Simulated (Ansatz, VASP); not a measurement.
# Ba: VASP beside Ansatz

```
CELL_PARAMETERS angstrom
-2.47500 2.47500 2.47500
2.47500 -2.47500 2.47500
2.47500 2.47500 -2.47500
ATOMIC_POSITIONS crystal
Ba 0.00000 0.00000 0.00000
```

Alike in both runs: task single point; functional PBE; dispersion D3(BJ); k mesh 6 × 6 × 6; occupations gaussian, width 0.1 eV; no spin polarisation.

```csv
,VASP,Ansatz
version,VASP 6.6.1,Ansatz 0.2.0
potentials or method,"VASP PAW PBE potentials, release 64 (Ba_sv), cutoff 500 eV","scalar-relativistic, plane waves, PAW"
valence electrons in the cell,10,10
```

|  | VASP | Ansatz | Ansatz less VASP |
| --- | --- | --- | --- |
| gap on the k mesh at the Fermi level (eV) | none | none | - |
| pressure (GPa) | 0.0 | 0.0 | -0.07 |

A gap of «none» marks a metal or a gap that the smearing closes.

Neither program's run includes spin-orbit coupling.
